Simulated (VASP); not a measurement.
# WC (P1) in VASP: single point with PBEsol

Aim: the single point of WC with PBEsol.

All numbers are computed with VASP 6.6.1; they aren't measurements. Logs are shortened: lines on timing, memory, paths and dates and some standing lists are left out, and cuts for length are marked.

### 1 The cell of the first run

The typed cell holds 2 atoms: a = 2.901 Å, b = 2.888 Å, c = 2.829 Å, α = 89.79°, β = 89.43°, γ = 119.57°.

### 2 Single point, PBEsol (equal xy, yz and zx shear strains of +1 %)

INCAR

```
  PREC = Accurate
  ENCUT = 520
  EDIFF = 1E-6
  ISMEAR = -1
  SIGMA = 0.05
  LREAL = False
  LASPH = True
  NELM = 80
  ALGO = Normal
  ISIF = 2
  LWAVE = False
  LCHARG = False
  GGA = PS
  NBANDS = 16
```

KPOINTS

```
Automatic mesh
0
Gamma
  14 14 13
```

POSCAR

```
WC
1.0
    2.9005014360      0.0145025072      0.0145025072
   -1.4376911784      2.5046566737      0.0053082861
    0.0141450000      0.0141450000      2.8290000000
W C
1 1
Direct
    0.0000000000      0.0000000000      0.0000000000
    0.6666666667      0.3333333333      0.5000000000
```

Potentials or basis: VASP PAW PBE potentials, release 64 (W_sv, C).

Run with:

```console
$ cat potpaw_PBE.64/W_sv/POTCAR potpaw_PBE.64/C/POTCAR > POTCAR
$ mpirun -np 1 vasp_std > vasp.out
```

OUTCAR:

```text
PREC = Accurate
   ENCUT = 520
   EDIFF = 1E-6
   ISMEAR = -1
   LREAL = False
   LASPH = True
   NELM = 80
   ISIF = 2
   GGA = PS

 ion  position               nearest neighbor table
   1  0.000  0.000  0.000-   2 2.18   2 2.18   2 2.18   2 2.19   2 2.20   2 2.21
   2  0.667  0.333  0.500-   1 2.18   1 2.18   1 2.18   1 2.19   1 2.20   1 2.21

  LATTYP: Found a triclinic cell.
 ALAT       =     5.0239414484
 B/A-ratio  =     0.5748386815
 C/A-ratio  =     0.5631177738
 COS(alpha) =     0.0036852528
 COS(beta)  =     0.0100244988
 COS(gamma) =     0.8647750968

  Lattice vectors:

 A1 = (   0.0251190792,   5.0238158546,   0.0251190794)
 A2 = (  -1.4376911784,   2.5046566737,   0.0053082861)
 A3 = (   0.0141450000,   0.0141450000,   2.8290000000)

Analysis of symmetry for initial positions (statically):
=====================================================================
 Subroutine PRICEL returns:
 Original cell was already a primitive cell.

 Routine SETGRP: Setting up the symmetry group for a
 triclinic supercell.

 Subroutine GETGRP returns: Found  1 space group operations
 (whereof  1 operations were pure point group operations)
 out of a pool of  2 trial point group operations.

The static configuration has the point symmetry C_1 .

Analysis of symmetry for dynamics (positions and initial velocities):
=====================================================================
 Subroutine PRICEL returns:
 Original cell was already a primitive cell.

 Routine SETGRP: Setting up the symmetry group for a
 triclinic supercell.

 Subroutine GETGRP returns: Found  1 space group operations
 (whereof  1 operations were pure point group operations)
 out of a pool of  2 trial point group operations.

The dynamic configuration has the point symmetry C_1 .

 Subroutine INISYM returns: Found  1 space group operations
 (whereof  1 operations are pure point group operations),
 and found     1 'primitive' translations

----------------------------------------------------------------------------------------

                                     Primitive cell

  volume of cell :      20.6100

  direct lattice vectors                    reciprocal lattice vectors
     2.900501436  0.014502507  0.014502507     0.343794769  0.197346437 -0.002705706
    -1.437691178  2.504656674  0.005308286    -0.001980714  0.398123571 -0.001980714
     0.014145000  0.014145000  2.829000000    -0.001758703 -0.001758703  0.353499383

  length of vectors
     2.900573948  2.887955878  2.829070724     0.396418693  0.398133425  0.353508132

  position of ions in fractional coordinates (direct lattice)
     0.000000000  0.000000000  0.000000000
     0.666666667  0.333333333  0.500000000

  ion indices of the primitive-cell ions
   primitive index   ion index
                 1           1
                 2           2

----------------------------------------------------------------------------------------

 KPOINTS: Automatic mesh

Automatic generation of k-mesh.
 Grid dimensions read from file:
 generate k-points for:   14   14   13

 Generating k-lattice:

  Cartesian coordinates                     Fractional coordinates (reciprocal lattice)
     0.024556769  0.014096174 -0.000193265     0.071428571 -0.000000000  0.000000000
    -0.000141480  0.028437398 -0.000141480     0.000000000  0.071428571  0.000000000
    -0.000135285 -0.000135285  0.027192260     0.000000000  0.000000000  0.076923077

  Length of vectors
     0.028315621  0.028438102  0.027192933

  Shift w.r.t. Gamma in fractional coordinates (k-lattice)
     0.000000000  0.000000000  0.000000000

 Subroutine IBZKPT returns following result:
 ===========================================

 Found   1276 irreducible k-points:

 Following reciprocal coordinates:
            Coordinates               Weight
  0.000000  0.000000  0.000000      1.000000
  0.071429  0.000000 -0.000000      2.000000
  0.142857  0.000000 -0.000000      2.000000
  0.214286 -0.000000  0.000000      2.000000
  0.285714  0.000000 -0.000000      2.000000
  0.357143  0.000000  0.000000      2.000000
[... 16 lines left out ...]
  0.000000  0.142857 -0.000000      2.000000
  0.071429  0.142857  0.000000      2.000000
 [... further k-points ...]
   k-points           NKPTS =   1276   k-points in BZ     NKDIM =   1276   number of bands    NBANDS=     16
   number of dos      NEDOS =    301   number of ions     NIONS =      2
   total plane-waves  NPLWV =  13824
   dimension x,y,z NGX =    24 NGY =   24 NGZ =   24
   dimension x,y,z NGXF=    48 NGYF=   48 NGZF=   48
   ions per type =               1   1
   NGX,Y,Z   is equivalent  to a cutoff of  13.76, 13.82, 14.10 a.u.
   NGXF,Y,Z  is equivalent  to a cutoff of  27.51, 27.63, 28.21 a.u.
 SYSTEM =  unknown system
   PREC   = accura    normal or accurate (medium, high low for compatibility)
   ISTART =      0    job   : 0-new  1-cont  2-samecut
   ICHARG =      2    charge: 1-file 2-atom 10-const
   ISPIN  =      1    spin polarized calculation?
   LNONCOLLINEAR =      F non collinear calculations
   LSORBIT =      F    spin-orbit coupling
   LASPH  =      T    aspherical Exc in radial PAW
   ENCUT  =  520.0 eV  38.22 Ry    6.18 a.u.   5.39  5.37  5.26*2*pi/ulx,y,z
   NELM   =     80;   NELMIN=  2; NELMDL= -5     # of ELM steps
   EDIFF  = 0.1E-05   stopping-criterion for ELM
   LREAL  =      F    real-space projection
   EDIFFG = 0.1E-04   stopping-criterion for IOM
   NSW    =      0    number of steps for IOM
   IBRION =     -1    ionic relax: 0-MD 1-quasi-New 2-CG
   NFREE  =      0    steps in history (QN), initial steepest desc. (CG)
   ISIF   =      2    stress and relaxation
   ISYM   =      2    0-nonsym 1-usesym 2-fastsym
   POTIM  = 0.5000    time-step for ionic-motion
   TEBEG  =    0.0;   TEEND  =   0.0 temperature during run
   PSTRESS=    0.0 pullay stress
   NELECT =      18.0000    total number of electrons
   NUPDOWN=      -1.0000    fix difference up-down
   EMIN   =  10.00;   EMAX   =-10.00  energy-range for DOS
   EFERMI =   0.00;   METHOD = LEGACY
   ISMEAR =    -1;   SIGMA  =   0.05  broadening in eV -4-tet -1-fermi 0-gaus
   EFERMI_NEDOS =   21; number of points for ismear=-14 and -15
   IALGO  =     38    algorithm
   IMIX   =      4    mixing-type and parameters
     AMIX     =   0.40;   BMIX     =  1.00
     AMIX_MAG =   1.60;   BMIX_MAG =  1.00
  volume/ion in A,a.u.               =      10.30        69.54
  Fermi-wavevector in a.u.,A,eV,Ry     =   1.564852  2.957141 33.317422  2.448761
  Thomas-Fermi vector in A             =   2.667415
   LORBIT       =      0    0 simple, 1 ext, 2 COOP (PROOUT), +10 PAW based schemes
   GGA     = PS    functional components
   LHFCALC =     F    Hartree Fock is set to
   AEXX    =    0.0000 exact exchange contribution
   IVDW    =     0    specifies the selected vdW correction
   LEPSILON=     F    determine dielectric tensor
   LRPA    =     F    only Hartree local field effects (RPA)
 non-spin polarized calculation
  energy-cutoff  :      520.00
  volume of cell :       20.61
 maximum number of plane-waves:       572
 NGX is ok and might be reduce to    24
   NGX = 11   NGY = 11   NGZ = 11

 number of electron      18.0000000 magnetization

 Free energy of the ion-electron system (eV)
  ---------------------------------------------------
  ext. energy  EPLUGINS =         0.00000000
  ---------------------------------------------------
  free energy    TOTEN  =       -23.89546599 eV

  energy without entropy =      -23.89293449  energy(sigma->0) =      -23.89420024

 E-fermi :  11.0260     XC(G=0): -13.9659

 val. band max:       11.0158144788   @ k =   0.0714   0.0714   0.4615
 cond. band min:      11.0268410530   @ k =   0.1429  -0.1429   0.4615
 fundamental gap:      0.0110265742
 Fermi energy:        11.0259760361

 k-point     1 :       0.0000    0.0000    0.0000
  band No.  band energies     occupation
      1     -62.8890      2.00000
      2     -26.8754      2.00000
      3     -26.7811      2.00000
      4     -26.7601      2.00000
      5      -3.4512      2.00000
      6       6.6621      2.00000
[... 8 lines left out ...]
     15      25.4100      0.00000
     16      27.6844      0.00000

 k-point     2 :       0.0714    0.0000   -0.0000
  band No.  band energies     occupation
      1     -62.8861      2.00000
      2     -26.8700      2.00000
      3     -26.8234      2.00000
      4     -26.7706      2.00000
      5      -3.3161      2.00000
      6       6.7007      2.00000
[... 8 lines left out ...]
     15      25.1219      0.00000
     16      28.1429      0.00000

 k-point     3 :       0.1429    0.0000   -0.0000
  band No.  band energies     occupation
      1     -62.8779      2.00000
      2     -26.9430      2.00000
      3     -26.8544      2.00000
      4     -26.7975      2.00000
      5      -2.9280      2.00000
      6       6.4753      2.00000
[... 8 lines left out ...]
     15      24.7703      0.00000
     16      28.9460      0.00000

 k-point     4 :       0.2143   -0.0000    0.0000
  band No.  band energies     occupation
      1     -62.8661      2.00000
      2     -27.1124      2.00000
      3     -26.8358      2.00000
      4     -26.8319      2.00000
      5      -2.3371      2.00000
      6       5.8117      2.00000
[... 8 lines left out ...]
     15      24.8067      0.00000
     16      29.3856      0.00000
[... 324 lines left out ...]
 k-point    22 :      -0.0714    0.0714   -0.0000
  band No.  band energies     occupation
      1     -62.8859      2.00000
      2     -26.8697      2.00000
      3     -26.8075      2.00000
      4     -26.7886      2.00000
      5      -3.3135      2.00000
      6       6.7078      2.00000
[... 8 lines left out ...]
     15      25.1179      0.00000
     16      27.9811      0.00000

 k-point    23 :       0.0000    0.1429   -0.0000
  band No.  band energies     occupation
      1     -62.8776      2.00000
      2     -26.9365      2.00000
      3     -26.8540      2.00000
      4     -26.8080      2.00000
      5      -2.9230      2.00000
      6       6.4978      2.00000
[... 8 lines left out ...]
     15      24.7643      0.00000
     16      28.8521      0.00000

 k-point    24 :       0.0714    0.1429    0.0000
  band No.  band energies     occupation
      1     -62.8704      2.00000
      2     -27.0375      2.00000
      3     -26.8403      2.00000
      4     -26.8356      2.00000
      5      -2.5604      2.00000
      6       6.0933      2.00000
[... 8 lines left out ...]
     15      24.7494      0.00000
     16      29.3365      0.00000

 [... further k-points ...]
[... 5 lines left out ...]
  --------------------------------------------------------------------------------------
  -------------------------------------------------------------------------------------
  Total        0.0533114      0.0740228      0.1298661     -0.3137826     -0.4103140     -0.4104062
  in kB        4.1443225      5.7543835     10.0955273    -24.3928295    -31.8969873    -31.9041508
  external PRESSURE =       6.6647444 kB  Pullay stress =       0.0000000 kB

 VOLUME and BASIS-vectors are now :
 -----------------------------------------------------------------------------
  energy-cutoff  :      520.00
  volume of cell :       20.61
      direct lattice vectors                 reciprocal lattice vectors
     2.900501436  0.014502507  0.014502507     0.343794769  0.197346437 -0.002705706
    -1.437691178  2.504656674  0.005308286    -0.001980714  0.398123571 -0.001980714
     0.014145000  0.014145000  2.829000000    -0.001758703 -0.001758703  0.353499383

 POSITION                                       TOTAL-FORCE (eV/Angst)
 -----------------------------------------------------------------------------------
      0.00000      0.00000      0.00000         0.053092     -0.001139     -0.006224
      1.46151      0.85163      1.42594        -0.053092      0.001139      0.006224
 -----------------------------------------------------------------------------------
    total drift:                               -0.000057     -0.000029      0.000013

  FREE ENERGIE OF THE ION-ELECTRON SYSTEM (eV)
  ---------------------------------------------------
  free  energy   TOTEN  =       -23.8954659881 eV

  energy  without entropy=      -23.8929344869  energy(sigma->0) =      -23.89420024
```

Wall time 7.8 min (1 thread of Oxide Virtual Turin-like, shared host); peak memory 0.46 GiB.

Results:

* Free energy: -23.8955 eV
* Pressure: 0.7 GPa
* Largest force: 0.053 eV/Å
* Band gap on the k mesh: zero (band 9 reaches 11.77 eV, above the bottom of band 10 at 10.53 eV)

Forces on the atoms (eV/Å):
```
W    0.053 -0.001 -0.006
C   -0.053  0.001  0.006
```

Caveat: the cell differs from its parent crystal (equal xy, yz and zx shear strains of +1 %); the PAW data sets were made with another functional, which shifts forces and pressure a little; spin-orbit coupling is left out, which moves the levels of the heavy elements.
